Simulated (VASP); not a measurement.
FeSi: single point with PBE

Crystal: FeSi.

```
Fe Si
1.0
     0.00000    2.27500    2.27500
     2.27500    0.00000    2.27500
     2.27500    2.27500    0.00000
Fe Si
1 1
Direct
  0.00000 0.00000 0.00000
  0.50000 0.50000 0.50000
```

```
Program                : VASP 6.6.1
Task                   : single point
Functional             : PBE
Potentials or basis    : VASP PAW PBE potentials, release 64 (Fe, Si)
Cutoff                 : 600 eV
k mesh                 : 6 × 6 × 6
Occupations            : fermi-dirac, width 0.1 eV
Spin                   : collinear spin, ferrimagnetic start
Starting moments       : [1.04, -0.03] μB
Dipole correction      : no
Further INCAR settings : ALGO = Normal; EDIFF = 1e-06; NBANDS = 17
```

The pressure is 17.1 GPa, the net moment is 0.89 μB per cell and the site moments are Fe +0.94; Si -0.03 μB. The valence electrons inside the program's atomic spheres are Fe 7.67; Si 1.73.

Levels at points of the mesh, in eV from the Fermi level:
Spin up:
```csv
k point,band 2,band 3,band 4,band 5,band 6,band 7,band 8,band 9,band 10,band 11
"(0.00, 0.00, 0.00)",-2.38,-2.38,-2.38,-2.05,-2.05,4.81,4.81,4.81,11.26,11.26
"(0.50, 0.00, 0.00)",-7.15,-3.37,-3.37,-1.07,-1.07,-0.18,7.10,7.10,7.12,7.40
"(0.50, 0.50, 0.00)",-5.30,-3.77,-1.48,-0.82,-0.82,0.13,0.13,0.62,5.87,7.46
```
Spin down:
| k point | band 2 | band 3 | band 4 | band 5 | band 6 | band 7 | band 8 | band 9 | band 10 | band 11 |
| --- | --- | --- | --- | --- | --- | --- | --- | --- | --- | --- |
| (0.00, 0.00, 0.00) | -1.54 | -1.54 | -1.54 | -1.48 | -1.48 | 4.78 | 4.78 | 4.78 | 11.51 | 11.51 |
| (0.50, 0.00, 0.00) | -7.01 | -2.92 | -2.92 | -0.10 | -0.10 | 0.76 | 7.07 | 7.20 | 7.20 | 7.64 |
| (0.50, 0.50, 0.00) | -5.30 | -3.15 | -0.87 | 0.14 | 0.14 | 0.25 | 0.25 | 1.10 | 6.16 | 7.91 |

Wall time 16 s on 1 thread of AMD EPYC 9R45 96-Core Processor (Zen 5) (shared host), peak memory 0.14 GiB.

Caveat: the k points lie up to 0.40 Å⁻¹ apart.
